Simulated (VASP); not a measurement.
NbRu, 2 atoms in the cell. It takes space group P4/mmm (No. 123, tetragonal). Conventional cell: a = 3.184 Å, b = 3.184 Å, c = 3.120 Å, α = 90.00°, β = 90.00°, γ = 90.00°. Within 3.6 Å of Nb (site symmetry 4/mmm) lie 8 Ru at 2.74 Å and 6 Nb at 3.12 to 3.18 Å. Within 3.6 Å of Ru (site symmetry 4/mmm) lie 8 Nb at 2.74 Å and 6 Ru at 3.12 to 3.18 Å.  This cell differs from its parent crystal: zz strain of -2 %.

```yaml
Program: VASP 6.6.1
Task: electric field gradients
Functional: PBEsol
Potentials_or_basis: VASP PAW PBE potentials, release 64 (Nb_sv, Ru_pv)
Cutoff: 520 eV
k_mesh: 11 × 11 × 11
Occupations: fermi-dirac, width 0.03 eV
Spin: no spin polarisation
Dipole_correction: no
Further_INCAR_settings: ALGO = Normal; EDIFF = 1e-08; NBANDS = 20
```

Potentials or basis: VASP PAW PBE potentials, release 64 (Nb_sv, Ru_pv).

Command:

```console
$ cat potpaw_PBE.64/Nb_sv/POTCAR potpaw_PBE.64/Ru_pv/POTCAR > POTCAR
$ mpirun -np 1 vasp_std > vasp.out
```

Hardware: 1 thread of Intel Xeon 8259CL (shared host).

Task: Estimate the wall time of this run.

Result: Run time: 88 s on 1 thread of Intel Xeon 8259CL (shared host), peak memory 0.2 GiB. Counts: scf iterations 16, k points 126.
